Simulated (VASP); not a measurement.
# AgCl (Fm-3m) in VASP: further runs, part 2 of 2

VASP 6.6.1. The steps go on from the part before.

**4. Single point, PBE**

File INCAR:

```
  PREC = Accurate
  ENCUT = 500
  EDIFF = 1E-6
  ISMEAR = -1
  SIGMA = 0.06802846561497
  LREAL = F
  LASPH = T
  NELM = 120
  ALGO = Normal
  ISIF = 2
  LWAVE = F
  LCHARG = F
  GGA = PE
  NBANDS = 16
  GGA_COMPAT = F
```

File KPOINTS:

```
regular mesh
0
Gamma
  4 4 4
```

File POSCAR:

```
AgCl
1.0
    0.0000000000      2.7726629968      2.7726629968
    2.7726629968      0.0000000000      2.7726629968
    2.7726629968      2.7726629968      0.0000000000
Ag Cl
1 1
Direct
    0.0000000000      0.0000000000      0.0000000000
    0.5000000000      0.5000000000      0.5000000000
```

Potentials or basis: VASP PAW PBE potentials, release 64 (Ag, Cl).

The run is started by

```console
cat potpaw_PBE.64/Ag/POTCAR potpaw_PBE.64/Cl/POTCAR > POTCAR
mpirun -np 1 vasp_std > vasp.out
```

OUTCAR:

```text
PREC = Accurate
   ENCUT = 500
   EDIFF = 1E-6
   ISMEAR = -1
   LREAL = F
   LASPH = T
   NELM = 120
   ISIF = 2
   GGA = PE

 ion  position               nearest neighbor table
   1  0.000  0.000  0.000-   2 2.77   2 2.77   2 2.77   2 2.77   2 2.77   2 2.77
   2  0.500  0.500  0.500-   1 2.77   1 2.77   1 2.77   1 2.77   1 2.77   1 2.77

  LATTYP: Found a face centered cubic cell.
 ALAT       =     5.5453259936

  Lattice vectors:

 A1 = (   0.0000000000,   2.7726629968,   2.7726629968)
 A2 = (   2.7726629968,   0.0000000000,   2.7726629968)
 A3 = (   2.7726629968,   2.7726629968,   0.0000000000)

Analysis of symmetry for initial positions (statically):
=====================================================================
 Subroutine PRICEL returns:
 Original cell was already a primitive cell.

 Routine SETGRP: Setting up the symmetry group for a
 face centered cubic supercell.

 Subroutine GETGRP returns: Found 48 space group operations
 (whereof 48 operations were pure point group operations)
 out of a pool of 48 trial point group operations.

The static configuration has the point symmetry O_h .

Analysis of symmetry for dynamics (positions and initial velocities):
=====================================================================
 Subroutine PRICEL returns:
 Original cell was already a primitive cell.

 Routine SETGRP: Setting up the symmetry group for a
 face centered cubic supercell.

 Subroutine GETGRP returns: Found 48 space group operations
 (whereof 48 operations were pure point group operations)
 out of a pool of 48 trial point group operations.

The dynamic configuration has the point symmetry O_h .

 Subroutine INISYM returns: Found 48 space group operations
 (whereof 48 operations are pure point group operations),
 and found     1 'primitive' translations

----------------------------------------------------------------------------------------
[... 93 lines left out ...]
   IALGO  =     38    algorithm
   IMIX   =      4    mixing-type and parameters
     AMIX     =   0.40;   BMIX     =  1.00
     AMIX_MAG =   1.60;   BMIX_MAG =  1.00
  volume/ion in A,a.u.               =      21.32       143.84
  Fermi-wavevector in a.u.,A,eV,Ry     =   1.228170  2.320905 20.523058  1.508402
  Thomas-Fermi vector in A             =   2.363106
   LORBIT       =      0    0 simple, 1 ext, 2 COOP (PROOUT), +10 PAW based schemes
   GGA     = PE    functional components
   LHFCALC =     F    Hartree Fock is set to
   AEXX    =    0.0000 exact exchange contribution
   IVDW    =     0    specifies the selected vdW correction
   LEPSILON=     F    determine dielectric tensor
   LRPA    =     F    only Hartree local field effects (RPA)
 non-spin polarized calculation
  energy-cutoff  :      500.00
  volume of cell :       42.63
 maximum number of plane-waves:      1106
 NGX is ok and might be reduce to    30
   NGX = 15   NGY = 15   NGZ = 15

 number of electron      18.0000005 magnetization

 Free energy of the ion-electron system (eV)
  ---------------------------------------------------
  ext. energy  EPLUGINS =         0.00000000
  ---------------------------------------------------
  free energy    TOTEN  =        -5.38178188 eV

  energy without entropy =       -5.38163221  energy(sigma->0) =       -5.38170705

 E-fermi :   4.3692     XC(G=0):  -9.9649

 val. band max:        3.8317782019   @ k =   0.5000   0.0000   0.0000
 cond. band min:       4.7366399628   @ k =   0.0000   0.0000   0.0000
 fundamental gap:      0.9048617609
 Fermi energy:         4.3692488630

 k-point     1 :       0.0000    0.0000    0.0000
  band No.  band energies     occupation
      1     -11.3157      2.00000
      2       1.3848      2.00000
      3       1.3848      2.00000
      4       1.3848      2.00000
      5       1.4266      2.00000
      6       1.4266      2.00000
[... 129 lines left out ...]
      3      -0.1600      2.00000
      4      -0.1600      2.00000
      5       1.8383      2.00000
      6       1.8383      2.00000
[... 8 lines left out ...]
     15      17.3587      0.00000
     16      18.9642      0.00000

------------------------ aborting loop because EDIFF is reached ----------------------------------------

  FORCE on cell =-STRESS in cart. coord.  units (eV):
  Direction    XX          YY          ZZ          XY          YZ          ZX
  --------------------------------------------------------------------------------------
  -------------------------------------------------------------------------------------
  Total        0.4428179      0.4428179      0.4428179      0.0000000      0.0000000     -0.0000000
  in kB       16.6423458     16.6423458     16.6423458      0.0000000      0.0000000     -0.0000000
  external PRESSURE =      16.6423458 kB  Pullay stress =       0.0000000 kB

 VOLUME and BASIS-vectors are now :
 -----------------------------------------------------------------------------
  energy-cutoff  :      500.00
  volume of cell :       42.63
      direct lattice vectors                 reciprocal lattice vectors
     0.000000000  2.772662997  2.772662997    -0.180332049  0.180332049  0.180332049
     2.772662997  0.000000000  2.772662997     0.180332049 -0.180332049  0.180332049
     2.772662997  2.772662997  0.000000000     0.180332049  0.180332049 -0.180332049

 POSITION                                       TOTAL-FORCE (eV/Angst)
 -----------------------------------------------------------------------------------
      0.00000      0.00000      0.00000         0.000000      0.000000      0.000000
      2.77266      2.77266      2.77266        -0.000000     -0.000000     -0.000000
 -----------------------------------------------------------------------------------
    total drift:                               -0.000000      0.000000      0.000000

  FREE ENERGIE OF THE ION-ELECTRON SYSTEM (eV)
  ---------------------------------------------------
  free  energy   TOTEN  =        -5.3817818818 eV

  energy  without entropy=       -5.3816322102  energy(sigma->0) =       -5.38170705
```

It took 5.4 s on 1 thread of AMD EPYC 7R43 (Zen 3), shared host; peak memory 0.13 GiB.

Results:

```
Free energy            : -5.3818 eV
Pressure               : 1.7 GPa
Band gap on the k mesh : 0.90 eV, indirect (least direct gap 3.23 eV)
```

Caveat: the k points lie up to 0.49 Å⁻¹ apart.
